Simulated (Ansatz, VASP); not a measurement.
PbF2: VASP beside Ansatz

The input INCAR:

```
PREC = Accurate
ENCUT = 600
EDIFF = 1E-6
ISMEAR = 0
SIGMA = 0.02
LREAL = False
LASPH = True
NELM = 100
ALGO = Normal
ISIF = 3
LWAVE = False
LCHARG = False
GGA = PE
IBRION = 2
NSW = 100
EDIFFG = -0.01
```

KPOINTS

```
regular mesh
0
Gamma
  10 10 10
```

POSCAR

```
PbF2
1.0
   -1.7441314126      1.7441314126      3.7820291914
    1.7441314126     -1.7441314126      3.7820291914
    1.7441314126      1.7441314126     -3.7820291914
Pb F
1 2
Direct
    0.0000000000      0.0000000000      0.0000000000
    0.3397941051      0.3397941051      0.0000000000
    0.6602058949      0.6602058949      0.0000000000
```

Input for Ansatz:

```yaml
crystal:
  lattice:
    - [-1.7441314126, 1.7441314126, 3.7820291914]
    - [1.7441314126, -1.7441314126, 3.7820291914]
    - [1.7441314126, 1.7441314126, -3.7820291914]
  atoms:
    - { symbol: Pb, position: [0.0, 0.0, 0.0] }
    - { symbol: F, position: [0.3397941051, 0.3397941051, 0.0] }
    - { symbol: F, position: [0.6602058949, 0.6602058949, 0.0] }
basis:
  ecutwfc: 420
kpoints:
  mp_grid: { grid: [10, 10, 10] }
hamiltonian:
  xc: pbe
scf:
  occupations: { method: gaussian, width: 0.02 }
output:
  forces: true
  stress: true
  eigenvalues: true
  write_density: true
  write_potential: true
  elf: true
  volumetric_format: npy
relax:
  adjacent_minimum: "off"
  f_tol: 0.01
  max_steps: 80
  cell: { stress_tol: 0.05 }
```

Change from the starting cell: species swapped into the Ti2Pd type (I4/mmm, No. 139).

Alike in both runs: task relaxation of cell and atoms; functional PBE; k mesh 10 × 10 × 10; occupations gaussian, width 0.02 eV; no spin polarisation.

|  | VASP | Ansatz |
| --- | --- | --- |
| version | VASP 6.6.1 | Ansatz 0.2.0 |
| potentials or method | VASP PAW PBE potentials, release 64 (Pb_d, F), cutoff 600 eV | scalar-relativistic, plane waves, PAW |
| valence electrons in the cell | 28 | 28 |

Ansatz gave:

| Quantity | Value |
| --- | --- |
| gap on the k mesh at the Fermi level, each at its own relaxed structure (eV) | 3.21 |
| relaxed volume (Å³/atom) | 15.34 |
| relaxed length of the cell vector where the two differ most in proportion (Å) | 4.516 |

Q: Estimate VASP's values.

A: gap on the k mesh at the Fermi level, each at its own relaxed structure (eV): 3.22; relaxed volume (Å³/atom): 15.28; relaxed length of the cell vector where the two differ most in proportion (Å): 4.513.

Neither program's run includes spin-orbit coupling.
